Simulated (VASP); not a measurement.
# InSb (F-43m) in VASP: single point with PBEsol

Aim: the single point of InSb with PBEsol.

Program: VASP 6.6.1. These are calculated values, not measurements. Logs are shortened: lines on timing, memory, paths and dates and some standing lists are left out, and cuts for length are marked.

## Step 1: The cell of the first run

Symmetry: F-43m, No. 216, cubic system. Conventional cell: a = 6.443 Å, b = 6.443 Å, c = 6.443 Å, α = 90.00°, β = 90.00°, γ = 90.00°. Within 3.7 Å of In (site symmetry -43m) lie 4 Sb at 2.79 Å. Within 3.7 Å of Sb (site symmetry -43m) lie 4 In at 2.79 Å.

## Step 2: Single point, PBEsol

Input file INCAR:

```
PREC = Accurate ; ENCUT = 520
EDIFF = 1E-6 ; ISMEAR = 0
SIGMA = 0.05 ; LREAL = F
LASPH = T ; NELM = 60
ALGO = Normal ; ISIF = 2
LWAVE = F ; LCHARG = T
GGA = PS ; LELF = T
LVHAR = T ; NBANDS = 16
```

Input file KPOINTS:

```
Automatic mesh
0
Gamma
  6 6 6
```

Input file POSCAR:

```
InSb
1.0
    0.0000000000      3.2216145021      3.2216145021
    3.2216145021      0.0000000000      3.2216145021
    3.2216145021      3.2216145021      0.0000000000
In Sb
1 1
Direct
    0.0000000000      0.0000000000      0.0000000000
    0.2500000000      0.2500000000      0.2500000000
```

Potentials or basis: VASP PAW PBE potentials, release 64 (In_d, Sb).

On the command line:

```bash
> cat potpaw_PBE.64/In_d/POTCAR potpaw_PBE.64/Sb/POTCAR > POTCAR
> mpirun -np 1 vasp_std > vasp.out
```

OUTCAR:

```text
PREC = Accurate
   ENCUT = 520
   EDIFF = 1E-6
   ISMEAR = 0
   LREAL = F
   LASPH = T
   NELM = 60
   ISIF = 2
   GGA = PS

 ion  position               nearest neighbor table
   1  0.000  0.000  0.000-   2 2.79   2 2.79   2 2.79   2 2.79
   2  0.250  0.250  0.250-   1 2.79   1 2.79   1 2.79   1 2.79

  LATTYP: Found a face centered cubic cell.
 ALAT       =     6.4432290042

  Lattice vectors:

 A1 = (   0.0000000000,   3.2216145021,   3.2216145021)
 A2 = (   3.2216145021,   0.0000000000,   3.2216145021)
 A3 = (   3.2216145021,   3.2216145021,   0.0000000000)

Analysis of symmetry for initial positions (statically):
=====================================================================
 Subroutine PRICEL returns:
 Original cell was already a primitive cell.

 Routine SETGRP: Setting up the symmetry group for a
 face centered cubic supercell.

 Subroutine GETGRP returns: Found 24 space group operations
 (whereof 24 operations were pure point group operations)
 out of a pool of 48 trial point group operations.

The static configuration has the point symmetry T_d .

Analysis of symmetry for dynamics (positions and initial velocities):
=====================================================================
 Subroutine PRICEL returns:
 Original cell was already a primitive cell.

 Routine SETGRP: Setting up the symmetry group for a
 face centered cubic supercell.

 Subroutine GETGRP returns: Found 24 space group operations
 (whereof 24 operations were pure point group operations)
 out of a pool of 48 trial point group operations.

The dynamic configuration has the point symmetry T_d .

 Subroutine INISYM returns: Found 24 space group operations
 (whereof 24 operations are pure point group operations),
 and found     1 'primitive' translations

----------------------------------------------------------------------------------------

                                     Primitive cell

  volume of cell :      66.8730

  direct lattice vectors                    reciprocal lattice vectors
     0.000000000  3.221614502  3.221614502    -0.155201685  0.155201685  0.155201685
     3.221614502  0.000000000  3.221614502     0.155201685 -0.155201685  0.155201685
     3.221614502  3.221614502  0.000000000     0.155201685  0.155201685 -0.155201685

  length of vectors
     4.556050922  4.556050922  4.556050922     0.268817204  0.268817204  0.268817204

  position of ions in fractional coordinates (direct lattice)
     0.000000000  0.000000000  0.000000000
     0.250000000  0.250000000  0.250000000

  ion indices of the primitive-cell ions
   primitive index   ion index
                 1           1
                 2           2

----------------------------------------------------------------------------------------

 KPOINTS: Automatic mesh

Automatic generation of k-mesh.
 Grid dimensions read from file:
 generate k-points for:    6    6    6

 Generating k-lattice:

  Cartesian coordinates                     Fractional coordinates (reciprocal lattice)
    -0.025866948  0.025866948  0.025866948     0.166666667  0.000000000  0.000000000
     0.025866948 -0.025866948  0.025866948     0.000000000  0.166666667  0.000000000
     0.025866948  0.025866948 -0.025866948     0.000000000  0.000000000  0.166666667

  Length of vectors
     0.044802867  0.044802867  0.044802867

  Shift w.r.t. Gamma in fractional coordinates (k-lattice)
     0.000000000  0.000000000  0.000000000

 Subroutine IBZKPT returns following result:
 ===========================================

 Found     16 irreducible k-points:

 Following reciprocal coordinates:
            Coordinates               Weight
  0.000000  0.000000  0.000000      1.000000
  0.166667  0.000000  0.000000      8.000000
  0.333333  0.000000  0.000000      8.000000
  0.500000  0.000000  0.000000      4.000000
  0.166667  0.166667  0.000000      6.000000
  0.333333  0.166667  0.000000     24.000000
[... 8 lines left out ...]
 -0.333333  0.333333  0.166667     24.000000
 -0.333333  0.500000  0.166667     12.000000
   k-points           NKPTS =     16   k-points in BZ     NKDIM =     16   number of bands    NBANDS=     16
   number of dos      NEDOS =    301   number of ions     NIONS =      2
   total plane-waves  NPLWV =  46656
   dimension x,y,z NGX =    36 NGY =   36 NGZ =   36
   dimension x,y,z NGXF=    72 NGYF=   72 NGZF=   72
   ions per type =               1   1
   NGX,Y,Z   is equivalent  to a cutoff of  13.14, 13.14, 13.14 a.u.
   NGXF,Y,Z  is equivalent  to a cutoff of  26.27, 26.27, 26.27 a.u.
 SYSTEM =  unknown system
   PREC   = accura    normal or accurate (medium, high low for compatibility)
   ISTART =      0    job   : 0-new  1-cont  2-samecut
   ICHARG =      2    charge: 1-file 2-atom 10-const
   ISPIN  =      1    spin polarized calculation?
   LNONCOLLINEAR =      F non collinear calculations
   LSORBIT =      F    spin-orbit coupling
   LASPH  =      T    aspherical Exc in radial PAW
   ENCUT  =  520.0 eV  38.22 Ry    6.18 a.u.   8.47  8.47  8.47*2*pi/ulx,y,z
   NELM   =     60;   NELMIN=  2; NELMDL= -5     # of ELM steps
   EDIFF  = 0.1E-05   stopping-criterion for ELM
   LREAL  =      F    real-space projection
   EDIFFG = 0.1E-04   stopping-criterion for IOM
   NSW    =      0    number of steps for IOM
   IBRION =     -1    ionic relax: 0-MD 1-quasi-New 2-CG
   NFREE  =      0    steps in history (QN), initial steepest desc. (CG)
   ISIF   =      2    stress and relaxation
   ISYM   =      2    0-nonsym 1-usesym 2-fastsym
   POTIM  = 0.5000    time-step for ionic-motion
   TEBEG  =    0.0;   TEEND  =   0.0 temperature during run
   PSTRESS=    0.0 pullay stress
   NELECT =      18.0000    total number of electrons
   NUPDOWN=      -1.0000    fix difference up-down
   EMIN   =  10.00;   EMAX   =-10.00  energy-range for DOS
   EFERMI =   0.00;   METHOD = LEGACY
   ISMEAR =     0;   SIGMA  =   0.05  broadening in eV -4-tet -1-fermi 0-gaus
   EFERMI_NEDOS =   21; number of points for ismear=-14 and -15
   IALGO  =     38    algorithm
   IMIX   =      4    mixing-type and parameters
     AMIX     =   0.40;   BMIX     =  1.00
     AMIX_MAG =   1.60;   BMIX_MAG =  1.00
  volume/ion in A,a.u.               =      33.44       225.64
  Fermi-wavevector in a.u.,A,eV,Ry     =   1.057017  1.997473 15.201593  1.117286
  Thomas-Fermi vector in A             =   2.192275
   LORBIT       =      0    0 simple, 1 ext, 2 COOP (PROOUT), +10 PAW based schemes
   GGA     = PS    functional components
   LHFCALC =     F    Hartree Fock is set to
   AEXX    =    0.0000 exact exchange contribution
   IVDW    =     0    specifies the selected vdW correction
   LEPSILON=     F    determine dielectric tensor
   LRPA    =     F    only Hartree local field effects (RPA)
 non-spin polarized calculation
 Gauss-broadening in eV      SIGMA  =   0.05
  energy-cutoff  :      520.00
  volume of cell :       66.87
 maximum number of plane-waves:      1820
 NGX is ok and might be reduce to    36
   NGX = 17   NGY = 17   NGZ = 17

 number of electron      17.9999997 magnetization

 Free energy of the ion-electron system (eV)
  ---------------------------------------------------
  ext. energy  EPLUGINS =         0.00000000
  ---------------------------------------------------
  free energy    TOTEN  =        -7.66374774 eV

  energy without entropy =       -7.66339066  energy(sigma->0) =       -7.66356920

 E-fermi :   5.1626     XC(G=0):  -8.9363

 val. band max:        5.1473659218   @ k =   0.0000   0.0000   0.0000
 cond. band min:       5.6440930538   @ k =   0.5000   0.0000   0.0000
 fundamental gap:      0.4967271321
 Fermi energy:         5.1625943972

 k-point     1 :       0.0000    0.0000    0.0000
  band No.  band energies     occupation
      1      -9.4383      2.00000
      2      -9.4383      2.00000
      3      -9.4383      2.00000
      4      -9.3471      2.00000
      5      -9.3471      2.00000
      6      -5.7100      2.00000
[... 8 lines left out ...]
     15      13.4631      0.00000
     16      13.4631      0.00000

 k-point     2 :       0.1667    0.0000    0.0000
  band No.  band energies     occupation
      1      -9.4517      2.00000
      2      -9.4324      2.00000
      3      -9.4324      2.00000
      4      -9.3475      2.00000
      5      -9.3475      2.00000
      6      -5.4535      2.00000
[... 8 lines left out ...]
     15      12.4313      0.00000
     16      12.4313      0.00000

 k-point     3 :       0.3333    0.0000    0.0000
  band No.  band energies     occupation
      1      -9.4781      2.00000
      2      -9.4222      2.00000
      3      -9.4222      2.00000
      4      -9.3467      2.00000
      5      -9.3467      2.00000
      6      -4.7862      2.00000
[... 8 lines left out ...]
     15      12.8653      0.00000
     16      12.8653      0.00000

 k-point     4 :       0.5000    0.0000    0.0000
  band No.  band energies     occupation
      1      -9.4909      2.00000
      2      -9.4180      2.00000
      3      -9.4180      2.00000
      4      -9.3453      2.00000
      5      -9.3453      2.00000
      6      -4.2908      2.00000
[... 8 lines left out ...]
     15      14.3387      0.00000
     16      14.3387      0.00000
[... 172 lines left out ...]
 k-point    14 :       0.5000    0.3333    0.1667
  band No.  band energies     occupation
      1      -9.5007      2.00000
      2      -9.4107      2.00000
      3      -9.4046      2.00000
      4      -9.3565      2.00000
      5      -9.3431      2.00000
      6      -4.2394      2.00000
[... 8 lines left out ...]
     15      13.9819      0.00000
     16      15.3966      0.00000

 k-point    15 :      -0.3333    0.3333    0.1667
  band No.  band energies     occupation
      1      -9.5065      2.00000
      2      -9.4097      2.00000
      3      -9.3995      2.00000
      4      -9.3548      2.00000
      5      -9.3453      2.00000
      6      -3.8255      2.00000
[... 8 lines left out ...]
     15      14.7626      0.00000
     16      15.2692      0.00000

 k-point    16 :      -0.3333    0.5000    0.1667
  band No.  band energies     occupation
      1      -9.5160      2.00000
      2      -9.4025      2.00000
      3      -9.3929      2.00000
      4      -9.3610      2.00000
      5      -9.3422      2.00000
      6      -3.6251      2.00000
[... 8 lines left out ...]
     15      14.9894      0.00000
     16      15.6734      0.00000

------------------------ aborting loop because EDIFF is reached ----------------------------------------

  FORCE on cell =-STRESS in cart. coord.  units (eV):
  Direction    XX          YY          ZZ          XY          YZ          ZX
  --------------------------------------------------------------------------------------
  -------------------------------------------------------------------------------------
  Total        0.7242784      0.7242784      0.7242784      0.0000000      0.0000000     -0.0000000
  in kB       17.3526335     17.3526335     17.3526335      0.0000000      0.0000000     -0.0000000
  external PRESSURE =      17.3526335 kB  Pullay stress =       0.0000000 kB

 VOLUME and BASIS-vectors are now :
 -----------------------------------------------------------------------------
  energy-cutoff  :      520.00
  volume of cell :       66.87
      direct lattice vectors                 reciprocal lattice vectors
     0.000000000  3.221614502  3.221614502    -0.155201685  0.155201685  0.155201685
     3.221614502  0.000000000  3.221614502     0.155201685 -0.155201685  0.155201685
     3.221614502  3.221614502  0.000000000     0.155201685  0.155201685 -0.155201685

 POSITION                                       TOTAL-FORCE (eV/Angst)
 -----------------------------------------------------------------------------------
      0.00000      0.00000      0.00000        -0.000000     -0.000000     -0.000000
      1.61081      1.61081      1.61081         0.000000      0.000000      0.000000
 -----------------------------------------------------------------------------------
    total drift:                               -0.000000     -0.000000     -0.000000

  FREE ENERGIE OF THE ION-ELECTRON SYSTEM (eV)
  ---------------------------------------------------
  free  energy   TOTEN  =        -7.6637477439 eV

  energy  without entropy=       -7.6633906550  energy(sigma->0) =       -7.66356920
```

It took 9.6 s on 1 thread of Intel Xeon 6975P-C (Granite Rapids), shared host; peak memory 0.2 GiB.

Results:

| Item | Value |
| --- | --- |
| Free energy | -7.6637 eV |
| Pressure | 1.7 GPa |
| Band gap on the k mesh | zero (filled and empty bands touch) |

Caveat: semilocal functionals underestimate gaps, so a narrow gap can read as zero; the PAW data sets were made with another functional, which shifts forces and pressure a little; spin-orbit coupling is left out, which moves the levels of the heavy elements.
